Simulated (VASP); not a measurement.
Runs of VASP 6.6.1 on RePb. The structure is that of space group Fd-3m (No. 227), or close to it. The cells are those of the table. 

| task | cell | k mesh | cutoff (eV) | gap on the mesh (eV) | pressure (GPa) | relaxed volume (Å³/atom) |
| --- | --- | --- | --- | --- | --- | --- |
| relaxation of cell and atoms | relaxed from a = 4.841 Å, angles 60.0°, 4 atoms | 12 × 12 × 12 | 600 | none | 0.0 | 19.98 |
| single point | a = 4.837 Å, angles 60.0°, 4 atoms | 12 × 12 × 12 | 520 | none | (a) | - |
| single point | a = 5.161 Å, angles 60.0°, 4 atoms | 4 × 4 × 4 | 520 | none | (b) | - |
| relaxation of cell and atoms | relaxed from a = 5.161 Å, angles 60.0°, 4 atoms | 4 × 4 × 4 | 600 | none | 0.2 | 20.04 |
| single point | a = 4.841 Å, angles 60.0°, 4 atoms | 4 × 4 × 4 | 520 | none | -0.3 | - |

Alike in all rows: level PBE; potentials or basis VASP PAW PBE potentials, release 64 (Re, Pb_d); no spin polarisation; smearing gaussian 0.1 eV.

Q: Fill in the values left out.

A: (a) -0.1; (b) -17.5.

Caveats: some runs use coarse meshes; spin-orbit coupling is left out, which moves the levels of the heavy elements; the volume moved by over 15 % at a fixed basis, so the end points are rough (at least some runs).

A k mesh can miss the band edges, and the runs leave out spin-orbit coupling on Pb, Re.

A gap of «none» marks levels without a gap at the run's occupations.
